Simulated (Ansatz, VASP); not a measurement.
KI in VASP and in Ansatz

```
K I
1.0
     0.00000    3.50248    3.51999
     3.50248    0.00000    3.51999
     3.50248    3.50248    0.00000
K I
1 1
Direct
  0.00000 0.00000 0.00000
  0.50000 0.50000 0.50000
```

Change from the starting cell: z stretched by +0.5 %, x and y held.

Alike in both runs: task single point; functional PBEsol; k mesh 6 × 6 × 6; non-collinear spin, spin-orbit coupling.

```csv
,VASP,Ansatz
version,VASP 6.6.1,Ansatz 0.2.0
potentials or method,"VASP PAW PBE potentials, release 64 (K_sv, I), cutoff 520 eV",all-electron LAPW
occupations,"gaussian, width 0.01 eV",fixed
```

```csv
,VASP,Ansatz,Ansatz less VASP
pressure (GPa),0.0,0.0,-0.04
"traceless stress, the component that is largest in VASP (GPa)",-0.09,-0.08,+0.001
net moment per atom (μB),0.00,0.00,0.000
```

VASP's potentials were made for PBE, not for PBEsol. Ansatz ran all-electron here, and VASP with PAW potentials.
